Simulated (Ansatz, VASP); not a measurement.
# Two plane-wave programs on CaSe

File INCAR:

```
SYSTEM = CaSe
  ALGO = Normal
  EDIFF = 1E-6
  ENCUT = 500
  GGA = CA
  GGA_COMPAT = .FALSE.
  ISIF = 2
  ISMEAR = 0
  LASPH = .TRUE.
  LCHARG = .TRUE.
  LELF = .TRUE.
  LREAL = .FALSE.
  LVHAR = .TRUE.
  LWAVE = .FALSE.
  NBANDS = 15
  NELM = 120
  PREC = Accurate
  SIGMA = 0.02
```

KPOINTS

```
k-points
0
G
  8 8 8
  0 0 0
```

File POSCAR:

```
CaSe
1.0
    0.0000000000      2.8951827334      2.8951827334
    2.8951827334      0.0000000000      2.8951827334
    2.8951827334      2.8951827334      0.0000000000
Ca Se
1 1
Direct
    0.0000000000      0.0000000000      0.0000000000
    0.5000000000      0.5000000000      0.5000000000
```

Input for Ansatz:

```yaml
crystal:
  lattice:
    - [0.0, 2.895182727, 2.895182727]
    - [2.895182727, 0.0, 2.895182727]
    - [2.895182727, 2.895182727, 0.0]
  atoms:
    - { symbol: Ca, position: [0.0, 0.0, 0.0] }
    - { symbol: Se, position: [0.5, 0.5, 0.5] }
basis:
  ecutwfc: 420
kpoints:
  mp_grid: { grid: [8, 8, 8] }
  band_path:
    path:
      - [[0.0, 0.0, 0.0], [0.5, 0.0, 0.5], [0.625, 0.25, 0.625]]
      - [[0.375, 0.375, 0.75], [0.0, 0.0, 0.0], [0.5, 0.5, 0.5], [0.5, 0.25, 0.75], [0.5, 0.0, 0.5]]
    npoints: 10
hamiltonian:
  xc: lda
  pseudopotentials: { kind: paw, azcp: { folder: soft_1 } }
scf:
  occupations: { method: gaussian, width: 0.02 }
  n_extra_bands: 7
output:
  forces: true
  stress: true
  eigenvalues: true
```

Alike in both runs: task single point; functional LDA; k mesh 8 × 8 × 8; occupations gaussian, width 0.02 eV; no spin polarisation.

|  | VASP | Ansatz |
| --- | --- | --- |
| version | VASP 6.6.1 | Ansatz 0.2.0 |
| potentials or method | VASP PAW LDA potentials, release 64 (Ca_sv, Se), cutoff 500 eV | scalar-relativistic, plane waves, PAW |
| valence electrons in the cell | 16 | 26 |

Ansatz gave:

| Property | Result |
| --- | --- |
| gap on the k mesh at the Fermi level (eV) | 1.71 |
| least direct gap on the mesh (eV) | 2.71 |
| pressure (GPa) | 0.0 |

Question: What did VASP give for the same quantities?

Answer: gap on the k mesh at the Fermi level (eV): 1.70; least direct gap on the mesh (eV): 2.70; pressure (GPa): 0.3.

Ansatz warns that its potentials were made for another functional, while VASP's fit it. LDA's correlation is that of Perdew and Zunger in VASP and of Perdew and Wang (1992) in Ansatz. VASP's potentials hold 16 valence electrons a cell and Ansatz's 26, so a difference there can come from the potentials and not from the codes.
